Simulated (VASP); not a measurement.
Wanted: the native input for a VASP 6.6.1 run.

```yaml
Task: single point
Functional: PBE
Potentials_or_basis: VASP PAW PBE potentials, release 64 (Y_sv, Os)
Cutoff: 520 eV
k_mesh: 4 × 4 × 4
Occupations: gaussian, width 0.1 eV
Spin: no spin polarisation
Dipole_correction: no
Further_INCAR_settings: ALGO = Fast; EDIFF = 1e-07; NBANDS = 22
```

The structure of Y2Os lies in POSCAR:

```
Y2Os
1.0
    0.0000000000      3.3896823000      3.3896823000
    3.3896823000      0.0000000000      3.3896823000
    3.3896823000      3.3896823000      0.0000000000
Y Os
2 1
Direct
    0.2500000000      0.2500000000      0.2500000000
    0.7500000000      0.7500000000      0.7500000000
    0.0000000000      0.0000000000      0.0000000000
```

One way to write it, as run:

INCAR

```
ALGO = Fast
EDIFF = 1E-7
ENCUT = 520
GGA = PE
ISIF = 2
ISMEAR = 0
LASPH = True
LCHARG = True
LELF = True
LREAL = False
LVHAR = True
LWAVE = False
NBANDS = 22
NELM = 100
PREC = Accurate
SIGMA = 0.1
```

KPOINTS

```
k-points
0
Gamma
  4 4 4
```

Potentials or basis: VASP PAW PBE potentials, release 64 (Y_sv, Os).

Command:

```sh
$ cat potpaw_PBE.64/Y_sv/POTCAR potpaw_PBE.64/Os/POTCAR > POTCAR
$ mpirun -np 1 vasp_std > vasp.out
```

It gave:

The pressure is 0.1 GPa and the band gap on the k mesh is zero (band 15 reaches 3.85 eV, above the bottom of band 16 at 3.25 eV).

Caveat: the k points lie up to 0.40 Å⁻¹ apart; spin-orbit coupling is left out, which moves the levels of the heavy elements.

Run time: 72 s on 1 thread of Oxide Virtual Turin-like Processor, with other jobs on the host, peak memory 0.18 GiB.
